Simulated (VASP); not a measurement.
## SiC: single point with PBE

Crystal: SiC.

```
CELL_PARAMETERS angstrom
0.00000 2.12455 2.12455
2.12455 0.00000 2.12455
2.14750 2.14750 -0.02295
ATOMIC_POSITIONS crystal
Si 0.00000 0.00000 0.00000
C 0.75000 0.75000 0.75000
```

```json
{
  "Program": "VASP 6.6.1",
  "Task": "single point",
  "Functional": "PBE",
  "Potentials or basis": "VASP PAW PBE potentials, release 64 (Si, C)",
  "Cutoff": "520 eV",
  "k mesh": "12 × 12 × 12",
  "Occupations": "gaussian, width 0.05 eV",
  "Spin": "no spin polarisation"
}
```

The pressure is 18.4 GPa. The largest force is 0.204 eV/Å. The band gap on the k mesh is 1.26 eV, indirect (least direct gap 4.51 eV).

Forces on the atoms (eV/Å):
```
Si   0.118  0.118 -0.118
C   -0.118 -0.118  0.118
```

Stress tensor (GPa, compression positive):
```
18.39 -3.41  3.41
-3.41 18.39  3.41
 3.41  3.41 18.39
```

Levels at points of the mesh, in eV from the valence-band top:
| k point | band 1 | band 2 | band 3 | band 4 | band 5 | band 6 | band 7 | band 8 |
| --- | --- | --- | --- | --- | --- | --- | --- | --- |
| (0.00, 0.00, 0.00) | -15.92 | -0.11 | 0.00 | 0.00 | 6.76 | 7.59 | 7.83 | 7.83 |
| (0.50, 0.00, 0.00) | -12.08 | -8.90 | -1.14 | -1.12 | 5.86 | 7.28 | 7.51 | 10.33 |
| (0.50, 0.50, 0.00) | -10.61 | -8.03 | -3.42 | -3.25 | 1.26 | 4.51 | 14.69 | 14.69 |
| (0.00, 0.00, 0.50) | -12.25 | -8.94 | -1.00 | -1.00 | 6.19 | 7.58 | 7.58 | 10.43 |

Run time: 21 s on 1 thread of Intel(R) Xeon(R) 6975P-C (Granite Rapids), with other jobs on the host, peak memory 0.16 GiB.

A k mesh can miss the band edges. PBE gaps usually lie below the measured ones, often by a third to a half.
